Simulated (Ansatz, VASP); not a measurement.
## BN: VASP beside Ansatz

INCAR

```
PREC = Accurate
ENCUT = 520
EDIFF = 1E-6
ISMEAR = -1
SIGMA = 0.02
LREAL = F
LASPH = T
NELM = 80
ALGO = Normal
ISIF = 2
LWAVE = F
LCHARG = F
GGA = PE
NBANDS = 11
```

KPOINTS

```
regular mesh
0
Gamma
  12 12 12
```

The input POSCAR:

```
BN
1.0
    0.0000000000      1.8048254497      1.8919985189
    1.8048254497      0.0000000000      1.8919985189
    1.8048254497      1.8048254497      0.0000000000
B N
1 1
Direct
    0.0000000000      0.0000000000      0.0000000000
    0.2500000000      0.2500000000      0.2500000000
```

Input for Ansatz:

```yaml
crystal:
  lattice:
    - [0.0, 1.8048254497, 1.8919985189]
    - [1.8048254497, 0.0, 1.8919985189]
    - [1.8048254497, 1.8048254497, 0.0]
  atoms:
    - { symbol: B, position: [0.0, 0.0, 0.0] }
    - { symbol: "N", position: [0.25, 0.25, 0.25] }
kpoints:
  mp_grid: { grid: [12, 12, 12] }
  band_path:
    path:
      - [0.0, 0.0, 0.0]
      - [-0.5, -0.5, 0.0]
      - [-0.375, -0.375, 0.25]
      - [-0.375, 0.0, 0.375]
      - [0.0, 0.0, 0.5]
      - [-0.5, -0.25, 0.25]
    npoints: 1
hamiltonian:
  xc: pbe
scf:
  occupations: { method: fermi_dirac, width: 0.02 }
  n_extra_bands: 4
output:
  forces: true
  stress: true
  eigenvalues: true
  write_density: true
  write_potential: true
  elf: true
  volumetric_format: npy
```

Change from the starting cell: uniaxial_z strain +4.8%.

Alike in both runs: task single point; functional PBE; k mesh 12 × 12 × 12; occupations fermi-dirac, width 0.02 eV; no spin polarisation.

|  | VASP | Ansatz |
| --- | --- | --- |
| version | VASP 6.6.1 | Ansatz 0.2.0 |
| potentials or method | VASP PAW PBE potentials, release 64 (B, N) | plane waves, PAW |
| plane-wave cutoff (eV) | 520 | 420 |
| valence electrons in the cell | 8 | 8 |

Ansatz gave:

```
gap on the k mesh at the Fermi level (eV)                     : 4.01
pressure (GPa)                                                : -12.1
traceless stress, the component that is largest in VASP (GPa) : -19.76
```

Which values does VASP return?

gap on the k mesh at the Fermi level (eV): 4.00; pressure (GPa): -12.0; traceless stress, the component that is largest in VASP (GPa): -19.78.

With one functional, cell and mesh, what is left measures potentials, basis and numerics.
